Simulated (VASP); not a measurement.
# HfN: single point with PBE-based screened hybrid

The system is HfN.

```xyz
2
Lattice="0.0000 2.4548 2.4548 2.4548 0.0000 2.4548 2.4548 2.4548 0.0000" Properties=species:S:1:pos:R:3 pbc="T T T"
Hf    0.0000    0.0000    0.0000
N     1.2274    1.2274    1.2274
```

```yaml
Program: VASP 6.6.1
Task: single point
Functional: PBE-based screened hybrid
Potentials_or_basis: VASP PAW PBE potentials, release 64 (Hf_pv, N)
Cutoff: 520 eV
k_mesh: 5 × 5 × 5
Occupations: fermi-dirac, width 0.05 eV
Spin: no spin polarisation
```

- Pressure: -0.9 GPa

Levels at points of the mesh, in eV from the Fermi level:
```csv
k point,band 4,band 5,band 6,band 7,band 8,band 9,band 10,band 11
"(0.00, 0.00, 0.00)",-16.75,-5.79,-5.79,-5.79,-0.83,2.24,2.24,6.61
```

Run time: 7.3 min on 1 thread of Intel(R) Xeon(R) Platinum 8488C (Sapphire Rapids), on a shared host, peak memory 0.26 GiB.

Caveat: the k points lie up to 0.44 Å⁻¹ apart; the PAW data sets were made with another functional, which shifts forces and pressure a little; spin-orbit coupling is left out, which moves the levels of the heavy elements.
